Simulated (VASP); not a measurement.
SiC (Moissanite 3C): electric field gradients with PBE

Crystal: SiC (Moissanite 3C).

```
Si C
1.0
     0.00000    2.17900    2.17900
     2.17900    0.00000    2.17900
     2.17900    2.17900    0.00000
Si C
1 1
Cartesian
  0.0000 0.0000 0.0000
  1.0895 1.0895 1.0895
```

* Program: VASP 6.6.1
* Task: electric field gradients
* Functional: PBE
* Potentials or basis: VASP PAW PBE potentials, release 64 (Si, C)
* Cutoff: 520 eV
* k mesh: 11 × 11 × 11
* Occupations: fermi-dirac, width 0.02 eV
* Spin: no spin polarisation
* Dipole correction: no
* Further INCAR settings: ALGO = Normal; EDIFF = 1e-08; NBANDS = 11

* Pressure: 3.2 GPa
* Band gap on the k mesh: 1.45 eV, indirect (least direct gap 4.60 eV)

Levels at points of the mesh, in eV from the valence-band top:
| k point | band 2 | band 3 | band 4 | band 5 | band 6 | band 7 |
| --- | --- | --- | --- | --- | --- | --- |
| (0.00, 0.00, 0.00) | 0.00 | 0.00 | 0.00 | 6.23 | 7.31 | 7.31 |

Wall time 9.4 s on 1 thread of Intel(R) Xeon(R) Platinum 8375C CPU @ 2.90GHz (Ice Lake), with other jobs on the host, peak memory 0.14 GiB.

Caveat: without QUAD_EFG the Cq values of the log hold for a quadrupole moment of 1 mb, not for the nuclei. A k mesh can miss the band edges.
